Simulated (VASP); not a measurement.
# YbSc (P1) in VASP: single point with PBE

Aim: the single point of YbSc with PBE.

Program: VASP 6.6.1. These are calculated values, not measurements. Logs are shortened: lines on timing, memory, paths and dates and some standing lists are left out, and cuts for length are marked.

### Step 1. The cell of the first run

The typed cell holds 2 atoms: a = 4.015 Å, b = 3.918 Å, c = 3.904 Å, α = 87.79°, β = 85.89°, γ = 92.96°.

### Step 2. Single point, PBE

The input, INCAR:

```
SYSTEM = YbSc
PREC = Accurate ; ENCUT = 600
EDIFF = 1E-6 ; ISMEAR = -1
SIGMA = 0.15 ; LREAL = .False.
LASPH = .True. ; NELM = 200
ALGO = Normal ; ISIF = 2
LWAVE = .False. ; LCHARG = .True.
GGA = PE ; LELF = .True.
LVHAR = .True. ; NBANDS = 24
GGA_COMPAT = .False. ; LMAXMIX = 6
```

The input, KPOINTS:

```
Automatic mesh
0
Gamma
  2 2 2
  0.5 0.5 0.5
```

The input, POSCAR:

```
YbSc
1.0
    4.0113660000     -0.1037590000      0.1428600000
   -0.1037590000      3.9158780000      0.0775210000
    0.1428600000      0.0775210000      3.9003420000
Yb Sc
1 1
Direct
    0.7796720000      0.0824160000      0.1699030000
    1.2200710000      0.5216290000      0.5826040000
```

Potentials or basis: VASP PAW PBE potentials, release 64 (Yb, Sc_sv).

On the command line:

```console
> cat potpaw_PBE.64/Yb/POTCAR potpaw_PBE.64/Sc_sv/POTCAR > POTCAR
> mpirun -np 1 vasp_std > vasp.out
```

OUTCAR:

```text
SYSTEM = YbSc
   PREC = Accurate
   ENCUT = 600
   EDIFF = 1E-6
   ISMEAR = -1
   LREAL = .False.
   LASPH = .True.
   NELM = 200
   ISIF = 2
   GGA = PE

 ion  position               nearest neighbor table
   1  0.780  0.082  0.170-   2 3.00   2 3.19   2 3.27   2 3.33   2 3.34
   2  0.220  0.522  0.583-   1 3.00   1 3.19   1 3.27   1 3.33   1 3.34

  LATTYP: Found a triclinic cell.
 ALAT       =     3.9037272192
 B/A-ratio  =     1.4439225450
 C/A-ratio  =     1.8004137516
 COS(alpha) =     0.0050227945
 COS(beta)  =     0.5747861044
 COS(gamma) =     0.7194210653

  Lattice vectors:

 A1 = (  -0.1428600000,  -0.0775210000,  -3.9003420000)
 A2 = (  -0.0391010000,  -3.9933990000,  -3.9778630000)
 A3 = (  -4.2579850000,   3.9421160000,  -3.9656810000)

Analysis of symmetry for initial positions (statically):
=====================================================================
 Subroutine PRICEL returns:
 Original cell was already a primitive cell.

 Routine SETGRP: Setting up the symmetry group for a
 triclinic supercell.

 Subroutine GETGRP returns: Found  1 space group operations
 (whereof  1 operations were pure point group operations)
 out of a pool of  2 trial point group operations.

The static configuration has the point symmetry C_1 .

Analysis of symmetry for dynamics (positions and initial velocities):
=====================================================================
 Subroutine PRICEL returns:
 Original cell was already a primitive cell.

 Routine SETGRP: Setting up the symmetry group for a
 triclinic supercell.

 Subroutine GETGRP returns: Found  1 space group operations
 (whereof  1 operations were pure point group operations)
 out of a pool of  2 trial point group operations.

The dynamic configuration has the point symmetry C_1 .

 Subroutine INISYM returns: Found  1 space group operations
 (whereof  1 operations are pure point group operations),
 and found     1 'primitive' translations

----------------------------------------------------------------------------------------

                                     Primitive cell

  volume of cell :      61.1183

  direct lattice vectors                    reciprocal lattice vectors
     4.011366000 -0.103759000  0.142860000     0.249798262  0.006802709 -0.009284707
    -0.103759000  3.915878000  0.077521000     0.006802709  0.255656347 -0.005330448
     0.142860000  0.077521000  3.900342000    -0.009284707 -0.005330448  0.256833794

  length of vectors
     4.015249942  3.918019391  3.903727219     0.250063301  0.255802381  0.257056837

  position of ions in fractional coordinates (direct lattice)
     0.779672000  0.082416000  0.169903000
     0.220071000  0.521629000  0.582604000

  ion indices of the primitive-cell ions
   primitive index   ion index
                 1           1
                 2           2

----------------------------------------------------------------------------------------

 KPOINTS: Automatic mesh

Automatic generation of k-mesh.
 Grid dimensions read from file:
 generate k-points for:    2    2    2

 Generating k-lattice:

  Cartesian coordinates                     Fractional coordinates (reciprocal lattice)
     0.124899131  0.003401354 -0.004642353     0.500000000  0.000000000  0.000000000
     0.003401354  0.127828173 -0.002665224     0.000000000  0.500000000  0.000000000
    -0.004642353 -0.002665224  0.128416897     0.000000000  0.000000000  0.500000000

  Length of vectors
     0.125031650  0.127901191  0.128528418

  Shift w.r.t. Gamma in fractional coordinates (k-lattice)
     0.500000000  0.500000000  0.500000000

 Subroutine IBZKPT returns following result:
 ===========================================

 Found      4 irreducible k-points:

 Following reciprocal coordinates:
            Coordinates               Weight
  0.250000  0.250000  0.250000      2.000000
 -0.250000  0.250000  0.250000      2.000000
  0.250000 -0.250000  0.250000      2.000000
 -0.250000 -0.250000  0.250000      2.000000
   k-points           NKPTS =      4   k-points in BZ     NKDIM =      4   number of bands    NBANDS=     24
   number of dos      NEDOS =    301   number of ions     NIONS =      2
   total plane-waves  NPLWV =  32768
   dimension x,y,z NGX =    32 NGY =   32 NGZ =   32
   dimension x,y,z NGXF=    64 NGYF=   64 NGZF=   64
   ions per type =               1   1
   NGX,Y,Z   is equivalent  to a cutoff of  13.25, 13.58, 13.63 a.u.
   NGXF,Y,Z  is equivalent  to a cutoff of  26.50, 27.16, 27.26 a.u.
 SYSTEM =  YbSc
   PREC   = accura    normal or accurate (medium, high low for compatibility)
   ISTART =      0    job   : 0-new  1-cont  2-samecut
   ICHARG =      2    charge: 1-file 2-atom 10-const
   ISPIN  =      1    spin polarized calculation?
   LNONCOLLINEAR =      F non collinear calculations
   LSORBIT =      F    spin-orbit coupling
   LASPH  =      T    aspherical Exc in radial PAW
   ENCUT  =  600.0 eV  44.10 Ry    6.64 a.u.   8.02  7.83  7.80*2*pi/ulx,y,z
   NELM   =    200;   NELMIN=  2; NELMDL= -5     # of ELM steps
   EDIFF  = 0.1E-05   stopping-criterion for ELM
   LREAL  =      F    real-space projection
   EDIFFG = 0.1E-04   stopping-criterion for IOM
   NSW    =      0    number of steps for IOM
   IBRION =     -1    ionic relax: 0-MD 1-quasi-New 2-CG
   NFREE  =      0    steps in history (QN), initial steepest desc. (CG)
   ISIF   =      2    stress and relaxation
   ISYM   =      2    0-nonsym 1-usesym 2-fastsym
   POTIM  = 0.5000    time-step for ionic-motion
   TEBEG  =    0.0;   TEEND  =   0.0 temperature during run
   PSTRESS=    0.0 pullay stress
   NELECT =      35.0000    total number of electrons
   NUPDOWN=      -1.0000    fix difference up-down
   EMIN   =  10.00;   EMAX   =-10.00  energy-range for DOS
   EFERMI =   0.00;   METHOD = LEGACY
   ISMEAR =    -1;   SIGMA  =   0.15  broadening in eV -4-tet -1-fermi 0-gaus
   EFERMI_NEDOS =   21; number of points for ismear=-14 and -15
   IALGO  =     38    algorithm
   IMIX   =      4    mixing-type and parameters
     AMIX     =   0.40;   BMIX     =  1.00
     AMIX_MAG =   1.60;   BMIX_MAG =  1.00
  volume/ion in A,a.u.               =      30.56       206.22
  Fermi-wavevector in a.u.,A,eV,Ry     =   1.359483  2.569050 25.146194  1.848193
  Thomas-Fermi vector in A             =   2.486227
   LORBIT       =      0    0 simple, 1 ext, 2 COOP (PROOUT), +10 PAW based schemes
   GGA     = PE    functional components
   LHFCALC =     F    Hartree Fock is set to
   AEXX    =    0.0000 exact exchange contribution
   IVDW    =     0    specifies the selected vdW correction
   LEPSILON=     F    determine dielectric tensor
   LRPA    =     F    only Hartree local field effects (RPA)
 non-spin polarized calculation
  energy-cutoff  :      600.00
  volume of cell :       61.12
 maximum number of plane-waves:      2046
   NGX = 15   NGY = 15   NGZ = 15

 number of electron      35.0000004 magnetization

 Free energy of the ion-electron system (eV)
  ---------------------------------------------------
  ext. energy  EPLUGINS =         0.00000000
  ---------------------------------------------------
  free energy    TOTEN  =        -8.67575218 eV

  energy without entropy =       -8.16422653  energy(sigma->0) =       -8.41998935

 E-fermi :   2.4006     XC(G=0):  -9.5795

 val. band max:        2.3773960654   @ k =   0.2500  -0.2500   0.2500
 cond. band min:       2.4068583640   @ k =  -0.2500   0.2500   0.2500
 fundamental gap:      0.0294622986
 Fermi energy:         2.4005788657

 k-point     1 :       0.2500    0.2500    0.2500
  band No.  band energies     occupation
      1     -49.4240      2.00000
      2     -47.3697      2.00000
      3     -26.0253      2.00000
      4     -26.0163      2.00000
      5     -26.0144      2.00000
      6     -21.7351      2.00000
[... 16 lines left out ...]
     23       5.4374      0.00000
     24       6.1911      0.00000

 k-point     2 :      -0.2500    0.2500    0.2500
  band No.  band energies     occupation
      1     -49.4240      2.00000
      2     -47.3696      2.00000
      3     -26.0252      2.00000
      4     -26.0170      2.00000
      5     -26.0144      2.00000
      6     -21.7297      2.00000
[... 16 lines left out ...]
     23       5.5735      0.00000
     24       6.1679      0.00000

 k-point     3 :       0.2500   -0.2500    0.2500
  band No.  band energies     occupation
      1     -49.4241      2.00000
      2     -47.3696      2.00000
      3     -26.0258      2.00000
      4     -26.0174      2.00000
      5     -26.0133      2.00000
      6     -21.7298      2.00000
[... 16 lines left out ...]
     23       5.4710      0.00000
     24       6.2381      0.00000

 k-point     4 :      -0.2500   -0.2500    0.2500
  band No.  band energies     occupation
      1     -49.4239      2.00000
      2     -47.3698      2.00000
      3     -26.0249      2.00000
      4     -26.0172      2.00000
      5     -26.0149      2.00000
      6     -21.7348      2.00000
[... 16 lines left out ...]
     23       5.5740      0.00000
     24       5.9176      0.00000

------------------------ aborting loop because EDIFF is reached ----------------------------------------

  FORCE on cell =-STRESS in cart. coord.  units (eV):
  Direction    XX          YY          ZZ          XY          YZ          ZX
  --------------------------------------------------------------------------------------
  -------------------------------------------------------------------------------------
  Total        1.2581731      1.2657879      1.0981523      0.3719525      0.3172912      0.2019392
  in kB       32.9821869     33.1818057     28.7873470      9.7504914      8.3175833      5.2937058
  external PRESSURE =      31.6504465 kB  Pullay stress =       0.0000000 kB

 VOLUME and BASIS-vectors are now :
 -----------------------------------------------------------------------------
  energy-cutoff  :      600.00
  volume of cell :       61.12
      direct lattice vectors                 reciprocal lattice vectors
     4.011366000 -0.103759000  0.142860000     0.249798262  0.006802709 -0.009284707
    -0.103759000  3.915878000  0.077521000     0.006802709  0.255656347 -0.005330448
     0.142860000  0.077521000  3.900342000    -0.009284707 -0.005330448  0.256833794

 POSITION                                       TOTAL-FORCE (eV/Angst)
 -----------------------------------------------------------------------------------
      3.14327      0.25500      0.78045        -0.659946     -0.731286     -0.794161
      0.91189      2.06497      2.34423         0.659946      0.731286      0.794161
 -----------------------------------------------------------------------------------
    total drift:                                0.000885      0.001904     -0.000687

  FREE ENERGIE OF THE ION-ELECTRON SYSTEM (eV)
  ---------------------------------------------------
  free  energy   TOTEN  =        -8.6757521770 eV

  energy  without entropy=       -8.1642265325  energy(sigma->0) =       -8.41998935
```

It took 8.5 s on 1 thread of Intel Xeon 6975P-C (Granite Rapids), shared host; peak memory 0.18 GiB.

Results:

* Free energy: -8.6758 eV
* Pressure: 3.2 GPa
* Largest force: 1.265 eV/Å

Forces in eV/Å, atoms in the order of the input:
```
Yb  -0.660 -0.731 -0.794
Sc   0.660  0.731  0.794
```

Stress tensor (GPa, compression positive):
```
3.30 0.98 0.53
0.98 3.32 0.83
0.53 0.83 2.88
```

Levels at points of the mesh, in eV from the Fermi level:
| k point | band 14 | band 15 | band 16 | band 17 | band 18 | band 19 | band 20 | band 21 |
| --- | --- | --- | --- | --- | --- | --- | --- | --- |
| (0.25, 0.25, 0.25) | -0.78 | -0.77 | -0.76 | -0.29 | 0.05 | 0.42 | 0.72 | 0.81 |

Caveat: the k points lie up to 0.81 Å⁻¹ apart; spin-orbit coupling is left out, which moves the levels of the heavy elements; without U or exact exchange the open f shell lies at the Fermi level, which spoils levels, moments and volumes; forces of over 1 eV/Å act on the atoms, so gaps and moduli don't describe the material at rest. Spin polarisation is off, so any magnetic state and its effect on volume and gap are missing.
